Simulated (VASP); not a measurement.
# WSe2 in VASP: single point with LDA

Aim: the single point of WSe2 with LDA.

Program: VASP 6.6.1. These are calculated values, not measurements. Logs are shortened: lines on timing, memory, paths and dates and some standing lists are left out, and cuts for length are marked.

## Step 1: The cell of the first run

The cell holds a slab with vacuum, 3 atoms: a = 3.318 Å, b = 3.318 Å, c = 16.658 Å, α = 90.00°, β = 90.00°, γ = 120.00°.

## Step 2: Single point, LDA (mode 6 (239.1 1/cm) frozen in, largest displacement +0.030 Å)

INCAR

```
PREC = Accurate ; ENCUT = 520
EDIFF = 1E-7 ; ISMEAR = 0
SIGMA = 0.05 ; LREAL = False
LASPH = True ; NELM = 80
ALGO = Normal ; ISIF = 2
LWAVE = False ; LCHARG = False
GGA = CA ; NBANDS = 20
```

KPOINTS

```
regular mesh
0
Gamma
  12 12 2
```

POSCAR

```
WSe2
1.0
    3.3179375931      0.0000000000      0.0000000000
   -1.6589687966      2.8734182438      0.0000000000
    0.0000000000      0.0000000000     16.6581424200
W Se
1 2
Direct
   -0.0044848718     -0.0089697437      0.0000000000
    0.3385535967      0.6771071934      0.0997865200
    0.3385535967      0.6771071934      0.9002134800
```

Potentials or basis: VASP PAW LDA potentials, release 64 (W_sv, Se).

Started as:

```
cat potpaw_LDA.64/W_sv/POTCAR potpaw_LDA.64/Se/POTCAR > POTCAR
mpirun -np 1 vasp_std > vasp.out
```

OUTCAR:

```text
PREC = Accurate
   ENCUT = 520
   EDIFF = 1E-7
   ISMEAR = 0
   LREAL = False
   LASPH = True
   NELM = 80
   ISIF = 2
   GGA = CA

 ion  position               nearest neighbor table
   1  0.996  0.991  0.000-   2 2.52   3 2.52   2 2.52   3 2.52   2 2.58   3 2.58
   2  0.339  0.677  0.100-   1 2.52   1 2.52   1 2.58
   3  0.339  0.677  0.900-   1 2.52   1 2.52   1 2.58

  LATTYP: Found a hexagonal cell.
 ALAT       =     3.3179375931
 C/A-ratio  =     5.0206316281

  Lattice vectors:

 A1 = (   3.3179375931,   0.0000000000,   0.0000000000)
 A2 = (  -1.6589687966,   2.8734182438,   0.0000000000)
 A3 = (   0.0000000000,   0.0000000000,  16.6581424200)

Analysis of symmetry for initial positions (statically):
=====================================================================
 Subroutine PRICEL returns:
 Original cell was already a primitive cell.

 Routine SETGRP: Setting up the symmetry group for a
 hexagonal supercell.

 Subroutine GETGRP returns: Found  4 space group operations
 (whereof  4 operations were pure point group operations)
 out of a pool of 24 trial point group operations.

The static configuration has the point symmetry C_2v.

Analysis of symmetry for dynamics (positions and initial velocities):
=====================================================================
 Subroutine PRICEL returns:
 Original cell was already a primitive cell.

 Routine SETGRP: Setting up the symmetry group for a
 hexagonal supercell.

 Subroutine GETGRP returns: Found  4 space group operations
 (whereof  4 operations were pure point group operations)
 out of a pool of 24 trial point group operations.

The dynamic configuration has the point symmetry C_2v.

 Subroutine INISYM returns: Found  4 space group operations
 (whereof  4 operations are pure point group operations),
 and found     1 'primitive' translations

----------------------------------------------------------------------------------------

                                     Primitive cell

  volume of cell :     158.8158

  direct lattice vectors                    reciprocal lattice vectors
     3.317937593  0.000000000  0.000000000     0.301392046  0.174008779  0.000000000
    -1.658968797  2.873418244  0.000000000     0.000000000  0.348017558  0.000000000
     0.000000000  0.000000000 16.658142420     0.000000000  0.000000000  0.060030703

  length of vectors
     3.317937593  3.317937593 16.658142420     0.348017558  0.348017558  0.060030703

  position of ions in fractional coordinates (direct lattice)
     0.995515128  0.991030256  0.000000000
     0.338553597  0.677107193  0.099786520
     0.338553597  0.677107193  0.900213480

  ion indices of the primitive-cell ions
   primitive index   ion index
                 1           1
                 2           2
                 3           3

----------------------------------------------------------------------------------------

 KPOINTS: regular mesh

Automatic generation of k-mesh.
 Grid dimensions read from file:
 generate k-points for:   12   12    2

 Generating k-lattice:

  Cartesian coordinates                     Fractional coordinates (reciprocal lattice)
     0.025116004  0.014500732  0.000000000     0.083333333  0.000000000  0.000000000
     0.000000000  0.029001463  0.000000000     0.000000000  0.083333333  0.000000000
     0.000000000  0.000000000  0.030015351     0.000000000  0.000000000  0.500000000

  Length of vectors
     0.029001463  0.029001463  0.030015351

  Shift w.r.t. Gamma in fractional coordinates (k-lattice)
     0.000000000  0.000000000  0.000000000

 Subroutine IBZKPT returns following result:
 ===========================================

 Found     86 irreducible k-points:

 Following reciprocal coordinates:
            Coordinates               Weight
  0.000000  0.000000  0.000000      1.000000
  0.083333  0.000000  0.000000      4.000000
  0.000000  0.083333  0.000000      2.000000
  0.166667  0.000000  0.000000      4.000000
  0.000000  0.166667  0.000000      2.000000
  0.250000  0.000000  0.000000      4.000000
[... 16 lines left out ...]
 -0.083333  0.416667  0.000000      4.000000
 -0.416667  0.333333  0.000000      4.000000
 [... further k-points ...]
   k-points           NKPTS =     86   k-points in BZ     NKDIM =     86   number of bands    NBANDS=     20
   number of dos      NEDOS =    301   number of ions     NIONS =      3
   total plane-waves  NPLWV =  98784
   dimension x,y,z NGX =    28 NGY =   28 NGZ =  126
   dimension x,y,z NGXF=    56 NGYF=   56 NGZF=  252
   ions per type =               1   2
   NGX,Y,Z   is equivalent  to a cutoff of  14.03, 14.03, 12.57 a.u.
   NGXF,Y,Z  is equivalent  to a cutoff of  28.06, 28.06, 25.15 a.u.
 SYSTEM =  unknown system
   PREC   = accura    normal or accurate (medium, high low for compatibility)
   ISTART =      0    job   : 0-new  1-cont  2-samecut
   ICHARG =      2    charge: 1-file 2-atom 10-const
   ISPIN  =      1    spin polarized calculation?
   LNONCOLLINEAR =      F non collinear calculations
   LSORBIT =      F    spin-orbit coupling
   LASPH  =      T    aspherical Exc in radial PAW
   ENCUT  =  520.0 eV  38.22 Ry    6.18 a.u.   6.17  6.17 30.97*2*pi/ulx,y,z
   NELM   =     80;   NELMIN=  2; NELMDL= -5     # of ELM steps
   EDIFF  = 0.1E-06   stopping-criterion for ELM
   LREAL  =      F    real-space projection
   EDIFFG = 0.1E-05   stopping-criterion for IOM
   NSW    =      0    number of steps for IOM
   IBRION =     -1    ionic relax: 0-MD 1-quasi-New 2-CG
   NFREE  =      0    steps in history (QN), initial steepest desc. (CG)
   ISIF   =      2    stress and relaxation
   ISYM   =      2    0-nonsym 1-usesym 2-fastsym
   POTIM  = 0.5000    time-step for ionic-motion
   TEBEG  =    0.0;   TEEND  =   0.0 temperature during run
   PSTRESS=    0.0 pullay stress
   NELECT =      26.0000    total number of electrons
   NUPDOWN=      -1.0000    fix difference up-down
   EMIN   =  10.00;   EMAX   =-10.00  energy-range for DOS
   EFERMI =   0.00;   METHOD = LEGACY
   ISMEAR =     0;   SIGMA  =   0.05  broadening in eV -4-tet -1-fermi 0-gaus
   EFERMI_NEDOS =   21; number of points for ismear=-14 and -15
   IALGO  =     38    algorithm
   IMIX   =      4    mixing-type and parameters
     AMIX     =   0.40;   BMIX     =  1.00
     AMIX_MAG =   1.60;   BMIX_MAG =  1.00
  volume/ion in A,a.u.               =      52.94       357.25
  Fermi-wavevector in a.u.,A,eV,Ry     =   0.895574  1.692389 10.912587  0.802053
  Thomas-Fermi vector in A             =   2.017923
   LORBIT       =      0    0 simple, 1 ext, 2 COOP (PROOUT), +10 PAW based schemes
   GGA     = CA    functional components
   LHFCALC =     F    Hartree Fock is set to
   AEXX    =    0.0000 exact exchange contribution
   IVDW    =     0    specifies the selected vdW correction
   LEPSILON=     F    determine dielectric tensor
   LRPA    =     F    only Hartree local field effects (RPA)
 non-spin polarized calculation
 Gauss-broadening in eV      SIGMA  =   0.05
  energy-cutoff  :      520.00
  volume of cell :      158.82
 maximum number of plane-waves:      4302
 NGX is ok and might be reduce to    28
   NGX = 13   NGY = 13   NGZ = 61

 number of electron      25.9999999 magnetization

 Free energy of the ion-electron system (eV)
  ---------------------------------------------------
  ext. energy  EPLUGINS =         0.00000000
  ---------------------------------------------------
  free energy    TOTEN  =       -24.05576405 eV

  energy without entropy =      -24.05576405  energy(sigma->0) =      -24.05576405

 E-fermi :  -0.6608     XC(G=0):  -4.8643

 val. band max:       -1.0759690650   @ k =   0.3333   0.3333   0.0000
 cond. band min:       0.4369884189   @ k =   0.3333   0.3333   0.5000
 fundamental gap:      1.5129574838
 Fermi energy:        -0.6608145320

 k-point     1 :       0.0000    0.0000    0.0000
  band No.  band energies     occupation
      1     -74.6589      2.00000
      2     -39.1513      2.00000
      3     -39.0435      2.00000
      4     -39.0293      2.00000
      5     -15.7798      2.00000
      6     -14.4956      2.00000
[... 12 lines left out ...]
     19       4.1003      0.00000
     20       4.2882      0.00000

 k-point     2 :       0.0833    0.0000    0.0000
  band No.  band energies     occupation
      1     -74.6582      2.00000
      2     -39.1485      2.00000
      3     -39.0568      2.00000
      4     -39.0344      2.00000
      5     -15.6775      2.00000
      6     -14.4476      2.00000
[... 12 lines left out ...]
     19       4.2420      0.00000
     20       4.5958      0.00000

 k-point     3 :       0.0000    0.0833    0.0000
  band No.  band energies     occupation
      1     -74.6583      2.00000
      2     -39.1486      2.00000
      3     -39.0470      2.00000
      4     -39.0439      2.00000
      5     -15.6799      2.00000
      6     -14.4444      2.00000
[... 12 lines left out ...]
     19       4.2363      0.00000
     20       4.6036      0.00000

 k-point     4 :       0.1667    0.0000    0.0000
  band No.  band energies     occupation
      1     -74.6565      2.00000
      2     -39.1407      2.00000
      3     -39.0961      2.00000
      4     -39.0450      2.00000
      5     -15.3844      2.00000
      6     -14.3109      2.00000
[... 12 lines left out ...]
     19       4.6244      0.00000
     20       5.2903      0.00000

 k-point     5 :       0.0000    0.1667    0.0000
  band No.  band energies     occupation
      1     -74.6565      2.00000
      2     -39.1411      2.00000
      3     -39.0837      2.00000
      4     -39.0563      2.00000
      5     -15.3944      2.00000
      6     -14.2982      2.00000
[... 12 lines left out ...]
     19       4.6102      0.00000
     20       5.2966      0.00000

 k-point     6 :       0.2500    0.0000    0.0000
  band No.  band energies     occupation
      1     -74.6542      2.00000
      2     -39.1504      2.00000
      3     -39.1300      2.00000
      4     -39.0582      2.00000
      5     -14.9444      2.00000
      6     -14.1087      2.00000
[... 12 lines left out ...]
     19       5.1906      0.00000
     20       5.7536      0.00000

 k-point     7 :       0.0000    0.2500    0.0000
  band No.  band energies     occupation
      1     -74.6542      2.00000
      2     -39.1374      2.00000
      3     -39.1308      2.00000
      4     -39.0691      2.00000
      5     -14.9673      2.00000
      6     -14.0804      2.00000
[... 12 lines left out ...]
     19       5.1657      0.00000
     20       5.7691      0.00000
[... 277 lines left out ...]
 k-point    20 :      -0.0833    0.3333    0.0000
  band No.  band energies     occupation
      1     -74.6527      2.00000
      2     -39.1670      2.00000
      3     -39.1242      2.00000
      4     -39.0818      2.00000
      5     -14.6658      2.00000
      6     -13.9327      2.00000
[... 12 lines left out ...]
     19       5.5729      0.00000
     20       5.9173      0.00000

 k-point    21 :      -0.3333    0.2500    0.0000
  band No.  band energies     occupation
      1     -74.6527      2.00000
      2     -39.1824      2.00000
      3     -39.1231      2.00000
      4     -39.0692      2.00000
      5     -14.6323      2.00000
      6     -13.9747      2.00000
[... 12 lines left out ...]
     19       5.6153      0.00000
     20       5.8677      0.00000

 k-point    22 :       0.3333    0.0833    0.0000
  band No.  band energies     occupation
      1     -74.6506      2.00000
      2     -39.2226      2.00000
      3     -39.1142      2.00000
      4     -39.0859      2.00000
      5     -14.1663      2.00000
      6     -13.7520      2.00000
[... 12 lines left out ...]
     19       5.7709      0.00000
     20       6.1627      0.00000

 k-point    23 :      -0.0833    0.4167    0.0000
  band No.  band energies     occupation
      1     -74.6507      2.00000
      2     -39.2105      2.00000
      3     -39.1153      2.00000
      4     -39.0952      2.00000
      5     -14.2074      2.00000
      6     -13.7051      2.00000
[... 12 lines left out ...]
     19       5.7513      0.00000
     20       6.1313      0.00000

 k-point    24 :      -0.4167    0.3333    0.0000
  band No.  band energies     occupation
      1     -74.6506      2.00000
      2     -39.2261      2.00000
      3     -39.1139      2.00000
      4     -39.0832      2.00000
      5     -14.1569      2.00000
      6     -13.7649      2.00000
[... 12 lines left out ...]
     19       5.7854      0.00000
     20       6.1210      0.00000

 [... further k-points ...]

------------------------ aborting loop because EDIFF is reached ----------------------------------------

  FORCE on cell =-STRESS in cart. coord.  units (eV):
  Direction    XX          YY          ZZ          XY          YZ          ZX
  --------------------------------------------------------------------------------------
  -------------------------------------------------------------------------------------
  Total       -1.7388750     -2.4830008     -0.9980519      0.0000000      0.0000000      0.0000000
  in kB      -17.5422514    -25.0491975    -10.0686229      0.0000000      0.0000000      0.0000000
  external PRESSURE =     -17.5533572 kB  Pullay stress =       0.0000000 kB

 VOLUME and BASIS-vectors are now :
 -----------------------------------------------------------------------------
  energy-cutoff  :      520.00
  volume of cell :      158.82
      direct lattice vectors                 reciprocal lattice vectors
     3.317937593  0.000000000  0.000000000     0.301392046  0.174008779  0.000000000
    -1.658968797  2.873418244  0.000000000     0.000000000  0.348017558  0.000000000
     0.000000000  0.000000000 16.658142420     0.000000000  0.000000000  0.060030703

 POSITION                                       TOTAL-FORCE (eV/Angst)
 -----------------------------------------------------------------------------------
      1.65897      2.84764      0.00000        -0.000000      0.987348      0.000000
     -0.00000      1.94561      1.66226         0.000000     -0.493674     -0.296650
     -0.00000      1.94561     14.99588         0.000000     -0.493674      0.296650
 -----------------------------------------------------------------------------------
    total drift:                               -0.000000      0.000170     -0.000000

  FREE ENERGIE OF THE ION-ELECTRON SYSTEM (eV)
  ---------------------------------------------------
  free  energy   TOTEN  =       -24.0557640475 eV

  energy  without entropy=      -24.0557640475  energy(sigma->0) =      -24.05576405
```

It took 4.4 min on 1 thread of Intel Xeon Platinum 8488C (Sapphire Rapids), shared host; peak memory 0.42 GiB.

Results:

```
Free energy            : -24.0558 eV
Largest force          : 0.987 eV/Å
Band gap on the k mesh : 1.51 eV, direct
```

Forces on the atoms (eV/Å):
```
W    0.000  0.987  0.000
Se   0.000 -0.494 -0.297
Se   0.000 -0.494  0.297
```

Caveat: the cell differs from its parent crystal (mode 6 (239.1 1/cm) frozen in, largest displacement +0.030 Å); spin-orbit coupling is left out, which moves the levels of the heavy elements.
